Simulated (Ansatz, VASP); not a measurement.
Sc in VASP and in Ansatz

```
Sc
1.0
     2.18864    0.00000    0.00000
     0.00000    2.18864    0.00000
     0.00000    0.00000    2.18864
Sc
1
Direct
  0.00000 0.00000 0.00000
```

Change from the starting cell: volume scaled by 0.4, PAW files, partial_waves polarizable.

Alike in both runs: task single point; functional PBE; k mesh 13 × 13 × 13; occupations fermi-dirac, width 0.08 eV; no spin polarisation.

```csv
,VASP,Ansatz
version,VASP 6.6.1,Ansatz 0.2.0
potentials or method,"VASP PAW PBE potentials, release 64 (Sc_sv)","PAW with Ansatz's default frozen-core files, scalar-relativistic"
plane-wave cutoff (eV),520,420
valence electrons in the cell,11,11
```

```tsv
	VASP	Ansatz	Ansatz less VASP
pressure (GPa)	151.6	145.6	-5.99
```

Both programs put the cell under a high pressure, so it lies far from rest at this level. With one functional, cell and mesh, what is left measures potentials, basis and numerics.

Noted on VASP's run: the cell as given lies far from equilibrium.
